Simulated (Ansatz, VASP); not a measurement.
## Co: VASP beside Ansatz

```
Co
1.0
     2.51853    0.00000    0.00000
    -1.25926    2.18111    0.00000
     0.00000    0.00000    8.17168
Co
4
Direct
  0.00000 0.00000 0.00000
  0.00000 0.00000 0.50000
  0.33333 0.66667 0.25000
  0.66667 0.33333 0.75000
```

Alike in both runs: functional RPBE; k mesh 14 × 14 × 4; occupations fermi-dirac, width 0.05 eV; collinear spin.

Ansatz relaxed the structure, and its values are those at the end. VASP's run is a single point on that final structure, the one shown.

|  | VASP | Ansatz |
| --- | --- | --- |
| version | VASP 6.6.1 | Ansatz 0.2.0 |
| potentials or method | VASP PAW PBE potentials, release 64 (Co), cutoff 520 eV | plane waves (420 eV) with PAW, scalar-relativistic |
| valence electrons in the cell | 36 | 68 |

VASP gave:

* pressure (GPa): -0.5
* net moment per atom (μB): 1.68
* size of the moment on the site where the two differ most (μB): 1.72

Problem. Estimate Ansatz's values.

Solution. Pressure (GPa): 0.0; net moment per atom (μB): 1.69; size of the moment on the site where the two differ most (μB): 1.78.

VASP's potentials were made for PBE, not for RPBE. Site moments also hang on the region over which each program counts them. VASP's potentials hold 36 valence electrons a cell and Ansatz's 68, so a difference there can come from the potentials and not from the codes.
